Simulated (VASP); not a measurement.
# Ag (I4/mmm) in VASP: a series of runs, part 2 of 2

VASP 6.6.1. The steps go on from the part before.

### Step 3. Single point, LDA

INCAR

```
SYSTEM = Ag
PREC = Accurate
ENCUT = 520
EDIFF = 1E-6
ISMEAR = 0
SIGMA = 0.15
LREAL = .False.
LASPH = .True.
NELM = 80
ALGO = Fast
ISIF = 2
LWAVE = .False.
LCHARG = .False.
NBANDS = 12
```

KPOINTS

```
Automatic mesh
0
Gamma
  22 22 22
  0 0 0
```

POSCAR

```
Ag
1.0
   -1.7478196091      1.7478196091      1.4856466677
    1.7478196091     -1.7478196091      1.4856466677
    1.7478196091      1.7478196091     -1.4856466677
Ag
1
Direct
    0.0000000000      0.0000000000      0.0000000000
```

Potentials or basis: VASP PAW LDA potentials, release 64 (Ag).

Run with:

```bash
$ cat potpaw_LDA.64/Ag/POTCAR > POTCAR
$ mpirun -np 1 vasp_std > vasp.out
```

OUTCAR:

```text
SYSTEM = Ag
   PREC = Accurate
   ENCUT = 520
   EDIFF = 1E-6
   ISMEAR = 0
   LREAL = .False.
   LASPH = .True.
   NELM = 80
   ISIF = 2

 ion  position               nearest neighbor table
   1  0.000  0.000  0.000-

  LATTYP: Found a body centered tetragonal cell.
 ALAT       =     3.4956392182
 C/A-ratio  =     0.8500000000

  Lattice vectors:

 A1 = (  -1.7478196091,   1.7478196091,   1.4856466677)
 A2 = (   1.7478196091,  -1.7478196091,   1.4856466677)
 A3 = (   1.7478196091,   1.7478196091,  -1.4856466677)

Analysis of symmetry for initial positions (statically):
=====================================================================
 Subroutine PRICEL returns:
 Original cell was already a primitive cell.

 Routine SETGRP: Setting up the symmetry group for a
 body centered tetragonal supercell.

 Subroutine GETGRP returns: Found 16 space group operations
 (whereof 16 operations were pure point group operations)
 out of a pool of 16 trial point group operations.

The static configuration has the point symmetry D_4h.

Analysis of symmetry for dynamics (positions and initial velocities):
=====================================================================
 Subroutine PRICEL returns:
 Original cell was already a primitive cell.

 Routine SETGRP: Setting up the symmetry group for a
 body centered tetragonal supercell.

 Subroutine GETGRP returns: Found 16 space group operations
 (whereof 16 operations were pure point group operations)
 out of a pool of 16 trial point group operations.

The dynamic configuration has the point symmetry D_4h.

 Subroutine INISYM returns: Found 16 space group operations
 (whereof 16 operations are pure point group operations),
 and found     1 'primitive' translations

----------------------------------------------------------------------------------------

                                     Primitive cell

  volume of cell :      18.1538

  direct lattice vectors                    reciprocal lattice vectors
    -1.747819609  1.747819609  1.485646668     0.000000000  0.286070712  0.336553779
     1.747819609 -1.747819609  1.485646668     0.286070712  0.000000000  0.336553779
     1.747819609  1.747819609 -1.485646668     0.286070712  0.286070712  0.000000000

  length of vectors
     2.883902355  2.883902355  2.883902355     0.441706801  0.441706801  0.404565081

  position of ions in fractional coordinates (direct lattice)
     0.000000000  0.000000000  0.000000000

  ion indices of the primitive-cell ions
   primitive index   ion index
                 1           1

----------------------------------------------------------------------------------------

 KPOINTS: Automatic mesh

Automatic generation of k-mesh.
 Grid dimensions read from file:
 generate k-points for:   22   22   22

 Generating k-lattice:

  Cartesian coordinates                     Fractional coordinates (reciprocal lattice)
     0.000000000  0.013003214  0.015297899     0.045454545  0.000000000  0.000000000
     0.013003214  0.000000000  0.015297899     0.000000000  0.045454545  0.000000000
     0.013003214  0.013003214  0.000000000     0.000000000  0.000000000  0.045454545

  Length of vectors
     0.020077582  0.020077582  0.018389322

  Shift w.r.t. Gamma in fractional coordinates (k-lattice)
     0.000000000  0.000000000  0.000000000

 Subroutine IBZKPT returns following result:
 ===========================================

 Found    834 irreducible k-points:

 Following reciprocal coordinates:
            Coordinates               Weight
  0.000000  0.000000  0.000000      1.000000
  0.045455  0.000000 -0.000000      8.000000
  0.090909  0.000000 -0.000000      8.000000
  0.136364  0.000000  0.000000      8.000000
  0.181818  0.000000  0.000000      8.000000
  0.227273  0.000000  0.000000      8.000000
[... 16 lines left out ...]
  0.500000  0.045455  0.000000     16.000000
 -0.454545  0.045455  0.000000     16.000000
 [... further k-points ...]
   k-points           NKPTS =    834   k-points in BZ     NKDIM =    834   number of bands    NBANDS=     12
   number of dos      NEDOS =    301   number of ions     NIONS =      1
   total plane-waves  NPLWV =  13824
   dimension x,y,z NGX =    24 NGY =   24 NGZ =   24
   dimension x,y,z NGXF=    48 NGYF=   48 NGZF=   48
   ions per type =               1
   NGX,Y,Z   is equivalent  to a cutoff of  13.84, 13.84, 13.84 a.u.
   NGXF,Y,Z  is equivalent  to a cutoff of  27.67, 27.67, 27.67 a.u.
 SYSTEM =  Ag
   PREC   = accura    normal or accurate (medium, high low for compatibility)
   ISTART =      0    job   : 0-new  1-cont  2-samecut
   ICHARG =      2    charge: 1-file 2-atom 10-const
   ISPIN  =      1    spin polarized calculation?
   LNONCOLLINEAR =      F non collinear calculations
   LSORBIT =      F    spin-orbit coupling
   LASPH  =      T    aspherical Exc in radial PAW
   ENCUT  =  520.0 eV  38.22 Ry    6.18 a.u.   5.36  5.36  5.36*2*pi/ulx,y,z
   NELM   =     80;   NELMIN=  2; NELMDL= -5     # of ELM steps
   EDIFF  = 0.1E-05   stopping-criterion for ELM
   LREAL  =      F    real-space projection
   EDIFFG = 0.1E-04   stopping-criterion for IOM
   NSW    =      0    number of steps for IOM
   IBRION =     -1    ionic relax: 0-MD 1-quasi-New 2-CG
   NFREE  =      0    steps in history (QN), initial steepest desc. (CG)
   ISIF   =      2    stress and relaxation
   ISYM   =      2    0-nonsym 1-usesym 2-fastsym
   POTIM  = 0.5000    time-step for ionic-motion
   TEBEG  =    0.0;   TEEND  =   0.0 temperature during run
   PSTRESS=    0.0 pullay stress
   NELECT =      11.0000    total number of electrons
   NUPDOWN=      -1.0000    fix difference up-down
   EMIN   =  10.00;   EMAX   =-10.00  energy-range for DOS
   EFERMI =   0.00;   METHOD = LEGACY
   ISMEAR =     0;   SIGMA  =   0.15  broadening in eV -4-tet -1-fermi 0-gaus
   EFERMI_NEDOS =   21; number of points for ismear=-14 and -15
   IALGO  =     68    algorithm
   IMIX   =      4    mixing-type and parameters
     AMIX     =   0.40;   BMIX     =  1.00
     AMIX_MAG =   1.60;   BMIX_MAG =  1.00
  volume/ion in A,a.u.               =      18.15       122.51
  Fermi-wavevector in a.u.,A,eV,Ry     =   1.385318  2.617871 26.111022  1.919106
  Thomas-Fermi vector in A             =   2.509739
   LORBIT       =      0    0 simple, 1 ext, 2 COOP (PROOUT), +10 PAW based schemes
   GGA     = CA    functional components
   LHFCALC =     F    Hartree Fock is set to
   AEXX    =    0.0000 exact exchange contribution
   IVDW    =     0    specifies the selected vdW correction
   LEPSILON=     F    determine dielectric tensor
   LRPA    =     F    only Hartree local field effects (RPA)
 non-spin polarized calculation
 RMM-DIIS sequential band-by-band and
 Gauss-broadening in eV      SIGMA  =   0.15
  energy-cutoff  :      520.00
  volume of cell :       18.15
 maximum number of plane-waves:       513
 NGX is ok and might be reduce to    24
   NGX = 11   NGY = 11   NGZ = 11

 number of electron      10.9999997 magnetization

 Free energy of the ion-electron system (eV)
  ---------------------------------------------------
  ext. energy  EPLUGINS =         0.00000000
  ---------------------------------------------------
  free energy    TOTEN  =        -3.66768873 eV

  energy without entropy =       -3.66452130  energy(sigma->0) =       -3.66610502

 E-fermi :   7.3033     XC(G=0): -12.2129

 val. band max:        7.2960551229   @ k =   0.5000   0.1364   0.0455
 cond. band min:       7.3175478064   @ k =   0.2273   0.1818   0.0909
 fundamental gap:      0.0214926835
 Fermi energy:         7.3032766537

 k-point     1 :       0.0000    0.0000    0.0000
  band No.  band energies     occupation
      1      -0.0791      2.00000
      2       2.2152      2.00000
      3       2.9747      2.00000
      4       2.9747      2.00000
      5       3.2619      2.00000
      6       4.1420      2.00000
      7      23.7603      0.00000
      8      23.7603      0.00000
      9      27.3217      0.00000
     10      29.6058      0.00000
     11      29.6058      0.00000
     12      30.0457      0.00000
[... 331 lines left out ...]
 k-point    24 :      -0.4545    0.0455    0.0000
  band No.  band energies     occupation
      1       1.3525      2.00000
      2       1.7716      2.00000
      3       3.7402      2.00000
      4       4.2773      2.00000
      5       4.5220      2.00000
      6       6.8323      1.99999
      7      13.1011      0.00000
      8      19.5145      0.00000
      9      20.2373      0.00000
     10      25.9575      0.00000
     11      26.8946      0.00000
     12      31.0098      0.00000

 [... further k-points ...]

------------------------ aborting loop because EDIFF is reached ----------------------------------------

  FORCE on cell =-STRESS in cart. coord.  units (eV):
  Direction    XX          YY          ZZ          XY          YZ          ZX
  --------------------------------------------------------------------------------------
  -------------------------------------------------------------------------------------
  Total       -1.2452983     -1.2452983     -1.2356454      0.0000000      0.0000000     -0.0000000
  in kB     -109.9044358   -109.9044358   -109.0525189      0.0000000      0.0000000     -0.0000000
  external PRESSURE =    -109.6204635 kB  Pullay stress =       0.0000000 kB

 VOLUME and BASIS-vectors are now :
 -----------------------------------------------------------------------------
  energy-cutoff  :      520.00
  volume of cell :       18.15
      direct lattice vectors                 reciprocal lattice vectors
    -1.747819609  1.747819609  1.485646668     0.000000000  0.286070712  0.336553779
     1.747819609 -1.747819609  1.485646668     0.286070712  0.000000000  0.336553779
     1.747819609  1.747819609 -1.485646668     0.286070712  0.286070712  0.000000000

 POSITION                                       TOTAL-FORCE (eV/Angst)
 -----------------------------------------------------------------------------------
      0.00000      0.00000      0.00000         0.000000      0.000000      0.000000
 -----------------------------------------------------------------------------------
    total drift:                                0.000000      0.000000      0.000000

  FREE ENERGIE OF THE ION-ELECTRON SYSTEM (eV)
  ---------------------------------------------------
  free  energy   TOTEN  =        -3.6676887267 eV

  energy  without entropy=       -3.6645213045  energy(sigma->0) =       -3.66610502
```

OSZICAR:

```text
N       E                     dE             d eps       ncg     rms          rms(c)
DAV:   1     0.513354783713E+02    0.51335E+02   -0.54360E+03 20224   0.820E+02
DAV:   2    -0.313550600394E+01   -0.54471E+02   -0.51444E+02 23240   0.191E+02
DAV:   3    -0.395603949707E+01   -0.82053E+00   -0.81993E+00 23340   0.251E+01
DAV:   4    -0.395859364726E+01   -0.25542E-02   -0.25540E-02 22852   0.146E+00
DAV:   5    -0.395861518653E+01   -0.21539E-04   -0.21540E-04 23136   0.120E-01    0.471E+00
RMM:   6    -0.367917409955E+01    0.27944E+00   -0.45992E-01 20128   0.599E+00    0.303E+00
RMM:   7    -0.367162703363E+01    0.75471E-02   -0.63579E-03 22469   0.893E-01    0.178E+00
RMM:   8    -0.366768028280E+01    0.39468E-02   -0.72303E-04 23374   0.303E-01    0.134E-01
RMM:   9    -0.366769054779E+01   -0.10265E-04   -0.74881E-05 24304   0.710E-02    0.351E-02
RMM:  10    -0.366768880046E+01    0.17473E-05   -0.14487E-05 24081   0.306E-02    0.151E-02
RMM:  11    -0.366768872672E+01    0.73745E-07   -0.38283E-06 20312   0.126E-02
   1 F= -.36676887E+01 E0= -.36661050E+01  d E =-.316742E-02
```

Wall time 2.8 min (1 thread of Intel Xeon 8259CL, shared host); peak memory 0.28 GiB.

Results:

| Property | Result |
| --- | --- |
| Free energy | -3.6677 eV |
| Pressure | -11.0 GPa |
| Band gap on the k mesh | zero (an odd number of electrons rules out a gap without spin polarisation) |

Stress tensor (GPa, compression positive):
```
-10.99   0.00   0.00
  0.00 -10.99   0.00
  0.00   0.00 -10.91
```

Caveat: the cell stands under tension.

### Step 4. Single point, LDA

INCAR

```
  PREC = Accurate
  ENCUT = 520
  EDIFF = 1E-6
  ISMEAR = 0
  SIGMA = 0.15
  LREAL = False
  LASPH = True
  NELM = 80
  ALGO = Fast
  ISIF = 2
  LWAVE = False
  LCHARG = False
  NBANDS = 12
```

KPOINTS

```
regular mesh
0
Gamma
  22 22 22
```

POSCAR

```
Ag
1.0
   -1.5580300654      1.5580300654      1.8696360784
    1.5580300654     -1.5580300654      1.8696360784
    1.5580300654      1.5580300654     -1.8696360784
Ag
1
Direct
    0.0000000000      0.0000000000      0.0000000000
```

Run with:

```bash
$ cat potpaw_LDA.64/Ag/POTCAR > POTCAR
$ mpirun -np 1 vasp_std > vasp.out
```

Wall time 2.8 min (1 thread of Intel Xeon 8259CL, shared host); peak memory 0.28 GiB.

Results (log left out):

```
Free energy            : -3.6774 eV
Pressure               : -11.5 GPa
Band gap on the k mesh : zero (an odd number of electrons rules out a gap without spin polarisation)
```

Stress tensor (GPa, compression positive):
```
-12.11   0.00   0.00
  0.00 -12.11   0.00
  0.00   0.00 -10.37
```

Levels at points of the mesh, in eV from the Fermi level:
```csv
k point,band 4,band 5,band 6,band 7,band 8,band 9
"(0.00, 0.00, 0.00)",-4.10,-3.94,-3.28,16.30,18.49,18.49
"(0.50, 0.00, 0.00)",-3.11,-2.66,-0.18,3.37,14.24,15.35
"(0.50, 0.50, 0.00)",-3.02,-2.49,0.81,5.01,11.38,11.55
"(0.50, 0.50, 0.50)",-2.67,-2.67,3.66,8.45,8.45,9.02
```

Caveat: the cell stands under tension.

### Step 5. Overview

| cell | gap on the mesh (eV) | pressure (GPa) |
| --- | --- | --- |
| a = 2.938 Å, angles 101.5, 101.5, 126.9°, 1 atom | none | -6.5 |
| a = 2.884 Å, angles 105.4, 105.4, 118.0°, 1 atom | none | -11.0 |
| a = 2.890 Å, angles 114.7, 114.7, 99.4°, 1 atom | none | -11.5 |

Alike in all rows: task single point; level LDA; potentials or basis VASP PAW LDA potentials, release 64 (Ag); no spin polarisation; k mesh 22 × 22 × 22; cutoff (eV) 520; smearing gaussian 0.15 eV.

Caveats: the cell stands under tension.

Total energies depend on the potentials used, so only differences within one code and one set of settings carry meaning.
